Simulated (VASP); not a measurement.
# Ti (Im-3m) in VASP: notebook, part 2 of 2

VASP 6.6.1.

**4. Single point, LDA (strain +0.030 along x and y, +0.030 along z)**

The input, INCAR:

```
PREC = Accurate
ENCUT = 520
EDIFF = 1E-6
ISMEAR = 0
SIGMA = 0.15
LREAL = F
LASPH = T
NELM = 100
ALGO = Normal
ISIF = 2
LWAVE = F
LCHARG = F
NBANDS = 12
```

The input, KPOINTS:

```
regular mesh
0
Gamma
  20 20 20
```

The input, POSCAR:

```
Ti
1.0
   -1.6902300000      1.6902300000      1.6902300000
    1.6902300000     -1.6902300000      1.6902300000
    1.6902300000      1.6902300000     -1.6902300000
Ti
1
Direct
    0.0000000000      0.0000000000      0.0000000000
```

Potentials or basis: VASP PAW LDA potentials, release 64 (Ti_sv).

On the command line:

```bash
$ cat potpaw_LDA.64/Ti_sv/POTCAR > POTCAR
$ mpirun -np 1 vasp_std > vasp.out
```

OUTCAR:

```text
PREC = Accurate
   ENCUT = 520
   EDIFF = 1E-6
   ISMEAR = 0
   LREAL = F
   LASPH = T
   NELM = 100
   ISIF = 2

 ion  position               nearest neighbor table
   1  0.000  0.000  0.000-

  LATTYP: Found a body centered cubic cell.
 ALAT       =     3.3804600000

  Lattice vectors:

 A1 = (  -1.6902300000,   1.6902300000,   1.6902300000)
 A2 = (   1.6902300000,  -1.6902300000,   1.6902300000)
 A3 = (   1.6902300000,   1.6902300000,  -1.6902300000)

Analysis of symmetry for initial positions (statically):
=====================================================================
 Subroutine PRICEL returns:
 Original cell was already a primitive cell.

 Routine SETGRP: Setting up the symmetry group for a
 body centered cubic supercell.

 Subroutine GETGRP returns: Found 48 space group operations
 (whereof 48 operations were pure point group operations)
 out of a pool of 48 trial point group operations.

The static configuration has the point symmetry O_h .

Analysis of symmetry for dynamics (positions and initial velocities):
=====================================================================
 Subroutine PRICEL returns:
 Original cell was already a primitive cell.

 Routine SETGRP: Setting up the symmetry group for a
 body centered cubic supercell.

 Subroutine GETGRP returns: Found 48 space group operations
 (whereof 48 operations were pure point group operations)
 out of a pool of 48 trial point group operations.

The dynamic configuration has the point symmetry O_h .

 Subroutine INISYM returns: Found 48 space group operations
 (whereof 48 operations are pure point group operations),
 and found     1 'primitive' translations

----------------------------------------------------------------------------------------

                                     Primitive cell

[... 108 lines left out ...]
     AMIX_MAG =   1.60;   BMIX_MAG =  1.00
  volume/ion in A,a.u.               =      19.32       130.34
  Fermi-wavevector in a.u.,A,eV,Ry     =   1.396913  2.639783 26.549956  1.951367
  Thomas-Fermi vector in A             =   2.520221
   LORBIT       =      0    0 simple, 1 ext, 2 COOP (PROOUT), +10 PAW based schemes
   GGA     = CA    functional components
   LHFCALC =     F    Hartree Fock is set to
   AEXX    =    0.0000 exact exchange contribution
   IVDW    =     0    specifies the selected vdW correction
   LEPSILON=     F    determine dielectric tensor
   LRPA    =     F    only Hartree local field effects (RPA)
 non-spin polarized calculation
 Gauss-broadening in eV      SIGMA  =   0.15
  energy-cutoff  :      520.00
  volume of cell :       19.32
 maximum number of plane-waves:       537
 NGX is ok and might be reduce to    24
   NGX = 11   NGY = 11   NGZ = 11

 number of electron      11.9999998 magnetization

 Free energy of the ion-electron system (eV)
  ---------------------------------------------------
  ext. energy  EPLUGINS =         0.00000000
  ---------------------------------------------------
  free energy    TOTEN  =        -8.26274218 eV

  energy without entropy =       -8.23219203  energy(sigma->0) =       -8.24746710

 E-fermi :   6.7892     XC(G=0): -11.2813

 val. band max:        6.7878147830   @ k =  -0.3000   0.3000   0.2000
 cond. band min:       6.7910236076   @ k =  -0.4500   0.5000   0.1000
 fundamental gap:      0.0032088246
 Fermi energy:         6.7892381849

 k-point     1 :       0.0000    0.0000    0.0000
  band No.  band energies     occupation
      1     -49.2461      2.00000
      2     -25.5803      2.00000
      3     -25.5803      2.00000
      4     -25.5803      2.00000
      5       1.1541      2.00000
      6       7.6415      0.00000
      7       7.6415      0.00000
      8       7.6415      0.00000
      9       9.1950      0.00000
     10       9.1950      0.00000
     11      23.5433      0.00000
     12      23.5433      0.00000
[... 331 lines left out ...]
 k-point    24 :       0.2500    0.1000    0.0000
  band No.  band energies     occupation
      1     -49.1838      2.00000
      2     -25.9105      2.00000
      3     -25.6889      2.00000
      4     -25.5982      2.00000
      5       3.6798      2.00000
      6       6.8030      0.89648
      7       6.9455      0.14063
      8       8.8999      0.00000
      9       9.4044      0.00000
     10       9.5520      0.00000
     11      18.1502      0.00000
     12      20.4040      0.00000

 [... further k-points ...]
[... 5 lines left out ...]
  --------------------------------------------------------------------------------------
  -------------------------------------------------------------------------------------
  Total       -2.0270896     -2.0270896     -2.0270896      0.0000000      0.0000000     -0.0000000
  in kB     -168.1458362   -168.1458362   -168.1458362      0.0000000      0.0000000     -0.0000000
  external PRESSURE =    -168.1458362 kB  Pullay stress =       0.0000000 kB

 VOLUME and BASIS-vectors are now :
 -----------------------------------------------------------------------------
  energy-cutoff  :      520.00
  volume of cell :       19.32
      direct lattice vectors                 reciprocal lattice vectors
    -1.690230000  1.690230000  1.690230000     0.000000000  0.295817729  0.295817729
     1.690230000 -1.690230000  1.690230000     0.295817729  0.000000000  0.295817729
     1.690230000  1.690230000 -1.690230000     0.295817729  0.295817729  0.000000000

 POSITION                                       TOTAL-FORCE (eV/Angst)
 -----------------------------------------------------------------------------------
      0.00000      0.00000      0.00000         0.000000     -0.000000      0.000000
 -----------------------------------------------------------------------------------
    total drift:                                0.000000      0.000000      0.000000

  FREE ENERGIE OF THE ION-ELECTRON SYSTEM (eV)
  ---------------------------------------------------
  free  energy   TOTEN  =        -8.2627421762 eV

  energy  without entropy=       -8.2321920328  energy(sigma->0) =       -8.24746710
```

stdout:

```text
POSCAR found type information on POSCAR Ti
 POSCAR found :  1 types and       1 ions
 scaLAPACK will be used
 LDA part: xc-table for (Slater(with rela. corr.)+CA(PZ))
 , standard interpolation
 POSCAR, INCAR and KPOINTS ok, starting setup
 FFT: planning ... GRIDC
 FFT: planning ... GRID_SOFT
 FFT: planning ... GRID
 WAVECAR not read
 entering main loop
```

Run time: 26 s. Hardware: 1 thread of Intel Xeon Platinum 8259CL at 2.50GHz (Skylake/Cascade Lake), shared host; peak memory 0.17 GiB.

Results:

```yaml
Free_energy: -8.2627 eV
Pressure: -16.8 GPa
Band_gap_on_the_k_mesh: zero (band 6 reaches 7.64 eV, above the bottom of band 7 at 6.21 eV)
```

Caveat: the cell differs from its parent crystal (strain +0.030 along x and y, +0.030 along z).

**5. Summary**

| cell | gap on the mesh (eV) | pressure (GPa) |
| --- | --- | --- |
| a = 2.800 Å, angles 109.5°, 1 atom | none | -6.9 |
| a = 2.885 Å, angles 109.5°, 1 atom | none | -14.1 |
| a = 2.928 Å, angles 109.5°, 1 atom | none | -16.8 |

Alike in all rows: task single point; level LDA; potentials or basis VASP PAW LDA potentials, release 64 (Ti_sv); no spin polarisation; k mesh 20 × 20 × 20; cutoff (eV) 520; smearing gaussian 0.15 eV.

Absolute energies hang on the potentials; compare differences alone.
